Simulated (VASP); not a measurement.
# Mg3Sb2 (P-3m1) in VASP: a series of runs, part 2 of 2

VASP 6.6.1. The steps go on from the part before.

### 3 Vibrations by perturbation theory, PBE

This run uses another cell than the first one, of 26.34 Å³/atom.

The input, INCAR:

```
PREC = Accurate
ENCUT = 600
EDIFF = 1E-8
ISMEAR = 0
SIGMA = 0.01
LREAL = False
LASPH = True
NELM = 120
ALGO = Normal
ISIF = 2
LWAVE = False
LCHARG = False
GGA = PE
NBANDS = 16
IBRION = 8
NSW = 1
GGA_COMPAT = False
```

The input, KPOINTS:

```
Automatic mesh
0
Gamma
  5 5 3
```

The input, POSCAR:

```
Mg3Sb2
1.0
    4.5820000000      0.0000000000      0.0000000000
   -2.2910000000      3.9681284000      0.0000000000
    0.0000000000      0.0000000000      7.2440000000
Mg Sb
3 2
Direct
    0.3333333333      0.6666666667      0.6300000000
    0.6666666667      0.3333333333      0.3700000000
    0.0000000000      0.0000000000      0.0000000000
    0.3333333333      0.6666666667      0.2350000000
    0.6666666667      0.3333333333      0.7650000000
```

Potentials or basis: VASP PAW PBE potentials, release 64 (Mg, Sb).

Command:

```bash
$ cat potpaw_PBE.64/Mg/POTCAR potpaw_PBE.64/Sb/POTCAR > POTCAR
$ mpirun -np 1 vasp_std > vasp.out
```

OUTCAR:

```text
PREC = Accurate
   ENCUT = 600
   EDIFF = 1E-8
   ISMEAR = 0
   LREAL = False
   LASPH = True
   NELM = 120
   ISIF = 2
   GGA = PE
   IBRION = 8
   NSW = 1

 ion  position               nearest neighbor table
   1  0.333  0.667  0.630-   5 2.82   5 2.82   5 2.82   4 2.86   2 3.25   2 3.25   2 3.25
   2  0.667  0.333  0.370-   4 2.82   4 2.82   4 2.82   5 2.86   1 3.25   1 3.25   1 3.25
   3  0.000  0.000  0.000-   4 3.15   5 3.15   4 3.15   5 3.15   5 3.15   4 3.15
   4  0.333  0.667  0.235-   2 2.82   2 2.82   2 2.82   1 2.86   3 3.15   3 3.15   3 3.15
   5  0.667  0.333  0.765-   1 2.82   1 2.82   1 2.82   2 2.86   3 3.15   3 3.15   3 3.15

  LATTYP: Found a hexagonal cell.
 ALAT       =     4.5820000000
 C/A-ratio  =     1.5809690092

  Lattice vectors:

 A1 = (   4.5820000000,   0.0000000000,   0.0000000000)
 A2 = (  -2.2910000000,   3.9681284000,   0.0000000000)
 A3 = (   0.0000000000,   0.0000000000,   7.2440000000)

Analysis of symmetry for initial positions (statically):
=====================================================================
 Subroutine PRICEL returns:
 Original cell was already a primitive cell.
[... 465 lines left out ...]
  y     4.47328    -4.47328     0.00000     0.00000    -4.38334     0.00000
  z    -2.11767    -2.11767    -5.82165    -0.00000     0.00000    -0.00000

 SECOND DERIVATIVES (NOT SYMMETRIZED)
 ------------------------------------
               1X          1Y          1Z          2X          2Y          2Z          3X          3Y          3Z          4X          4Y          4Z          5X          5Y          5Z
  1X    -4.352956    0.000000    0.000000    0.552343    0.000000    0.000000    0.156511    0.000000    0.000000    0.282101    0.000000    0.000000    3.362002    0.000000    0.000000
  1Y     0.000000   -4.352956    0.000000    0.000000    0.552343    0.000000    0.000000    0.156511    0.000000    0.000000    0.282101    0.000000    0.000000    3.362002    0.000000
  1Z     0.000000    0.000000   -4.595539    0.000000    0.000000    0.086777    0.000000    0.000000    1.248931    0.000000    0.000000    2.456923    0.000000   -0.000000    0.802908
  2X     0.552343    0.000000    0.000000   -4.352956    0.000000    0.000000    0.156511    0.000000    0.000000    3.362002    0.000000    0.000000    0.282101    0.000000    0.000000
  2Y     0.000000    0.552343    0.000000    0.000000   -4.352956    0.000000    0.000000    0.156511    0.000000    0.000000    3.362002    0.000000    0.000000    0.282101    0.000000
  2Z     0.000000    0.000000    0.086777    0.000000    0.000000   -4.595539    0.000000    0.000000    1.248931    0.000000   -0.000000    0.802908    0.000000    0.000000    2.456923
  3X     0.156366    0.000000    0.000000    0.156366    0.000000    0.000000   -0.877800    0.000000    0.000000    0.282534    0.000000    0.000000    0.282534    0.000000    0.000000
  3Y     0.000000    0.156366    0.000000    0.000000    0.156366    0.000000    0.000000   -0.877800    0.000000    0.000000    0.282534    0.000000    0.000000    0.282534    0.000000
  3Z    -0.000000    0.000000    1.249129   -0.000000    0.000000    1.249129    0.000000   -0.000000   -2.529376   -0.000000   -0.000000    0.015559    0.000000   -0.000000    0.015559
  4X     0.281875    0.000000    0.000000    3.362929    0.000000    0.000000    0.282952   -0.000000    0.000000   -4.105189    0.000000    0.000000    0.177432    0.000000    0.000000
  4Y     0.000000    0.281875   -0.000000    0.000000    3.362929    0.000000    0.000000    0.282952   -0.000000   -0.000000   -4.105189    0.000000    0.000000    0.177432    0.000000
  4Z     0.000000    0.000000    2.459714    0.000000    0.000000    0.800357    0.000000    0.000000    0.017136    0.000000    0.000000   -5.038517    0.000000    0.000000    1.761310
  5X     3.362929    0.000000    0.000000    0.281875    0.000000    0.000000    0.282952   -0.000000    0.000000    0.177432    0.000000    0.000000   -4.105189    0.000000    0.000000
  5Y     0.000000    3.362929    0.000000    0.000000    0.281875   -0.000000    0.000000    0.282952   -0.000000    0.000000    0.177432    0.000000   -0.000000   -4.105189    0.000000
  5Z     0.000000    0.000000    0.800357    0.000000    0.000000    2.459714    0.000000    0.000000    0.017136    0.000000    0.000000    1.761310    0.000000    0.000000   -5.038517

 Eigenvectors and eigenvalues of the dynamical matrix
 ----------------------------------------------------

   1 f  =    7.671497 THz    48.201434 2PiTHz  255.893580 cm-1    31.726746 meV
             X         Y         Z           dx          dy          dz
     -0.000000  2.645419  4.563720     0.000000   -0.000000    0.606449
      2.291000  1.322709  2.680280    -0.000000    0.000000    0.606449
      0.000000  0.000000  0.000000    -0.000000   -0.000000   -0.455112
     -0.000000  2.645419  1.702340     0.000000   -0.000000   -0.169281
      2.291000  1.322709  5.541660    -0.000000    0.000000   -0.169281
[... 105 lines left out ...]
  15 f/i=    0.000981 THz     0.006167 2PiTHz    0.032737 cm-1     0.004059 meV
             X         Y         Z           dx          dy          dz
     -0.000000  2.645419  4.563720    -0.000000    0.000000   -0.277200
      2.291000  1.322709  2.680280    -0.000000    0.000000   -0.277200
      0.000000  0.000000  0.000000    -0.000000    0.000000   -0.277350
     -0.000000  2.645419  1.702340    -0.000000    0.000000   -0.620241
      2.291000  1.322709  5.541660    -0.000000    0.000000   -0.620241

--------------------------------------------------------------------------------------------------------

 ELASTIC MODULI CONTR FROM IONIC RELAXATION (kBar)
 Direction    XX          YY          ZZ          XY          YZ          ZX
 --------------------------------------------------------------------------------
 XX        -189.7117     97.9045      0.9572     -0.0000    103.6711     -0.0000
 YY          97.9045   -189.7117      0.9572      0.0000   -103.6711     -0.0000
 ZZ           0.9572      0.9572   -189.2787     -0.0000      0.0000      0.0000
 XY          -0.0000      0.0000     -0.0000   -143.8081      0.0000     98.8148
 YZ         103.6711   -103.6711      0.0000      0.0000   -111.1264     -0.0000
 ZX          -0.0000     -0.0000      0.0000     98.8148     -0.0000    -90.2114
 --------------------------------------------------------------------------------
```

OSZICAR:

```text
N       E                     dE             d eps       ncg     rms          rms(c)
DAV:   1     0.455452488466E+02    0.45545E+02   -0.54081E+03   384   0.842E+02
DAV:   2    -0.116137079923E+02   -0.57159E+02   -0.50849E+02   480   0.119E+02
DAV:   3    -0.151406973313E+02   -0.35270E+01   -0.34527E+01   488   0.300E+01
[... 91 lines left out ...]
RMM:   6    -0.358334922821E-01   -0.21748E-05   -0.93142E-08   670   0.177E-03    0.777E-04
RMM:   7    -0.358335577860E-01   -0.65504E-07   -0.11760E-08   674   0.608E-04    0.185E-04
RMM:   8    -0.358335191047E-01    0.38681E-07   -0.44871E-09   681   0.163E-04    0.565E-05
RMM:   9    -0.358337282395E-01   -0.20913E-06   -0.15456E-09   676   0.925E-05    0.205E-05
RMM:  10    -0.358337180296E-01    0.10210E-07   -0.50047E-10   691   0.304E-05    0.474E-06
RMM:  11    -0.358337224217E-01   -0.43921E-08   -0.80135E-10   687   0.128E-05    0.232E-06
 Linear response finished
```

stdout:

```text
POSCAR found type information on POSCAR MgSb
 POSCAR found :  2 types and       5 ions
 scaLAPACK will be used
 LDA part: xc-table for (Slater+PW92), standard interpolation
 POSCAR, INCAR and KPOINTS ok, starting setup
 FFT: planning ... GRIDC
 FFT: planning ... GRID_SOFT
 FFT: planning ... GRID
 WAVECAR not read
 entering main loop
 Linear response reoptimize wavefunctions to high precision
 Linear response DOF=           6
 Linear response progress:
 first order change of Fermi-energy  -0.39783E-07
 force on displaced ion       1 direction 1 :  -4.353   0.000   0.000
 Linear response progress:
 first order change of Fermi-energy   0.59621E-01
 force on displaced ion       1 direction 3 :  -0.000   0.000  -4.596
 Linear response progress:
 first order change of Fermi-energy  -0.24608E-04
 force on displaced ion       3 direction 1 :  -0.878   0.000   0.000
 Linear response progress:
 first order change of Fermi-energy   0.11784E-04
 force on displaced ion       3 direction 3 :   0.000   0.000  -2.529
 Linear response progress:
 first order change of Fermi-energy  -0.28151E-04
 force on displaced ion       4 direction 1 :  -4.105   0.000  -0.000
 Linear response progress:
 first order change of Fermi-energy  -0.14556E+00
 force on displaced ion       4 direction 3 :   0.000  -0.000  -5.039
 Linear response finished
```

Run time: 9 min. Hardware: 1 thread of Intel Xeon Platinum 8488C (Sapphire Rapids), shared host; peak memory 0.56 GiB.

Results:

```
Highest phonon frequency at Γ : 256 cm⁻¹
```

Phonon frequencies in cm⁻¹ (negative: imaginary):
```
              q point                                          frequencies
(0.000, 0.000, 0.000)  0 0 0 69 69 103 103 116 143 225 225 233 244 244 256
```

Caveat: spin-orbit coupling is left out, which moves the levels of the heavy elements.
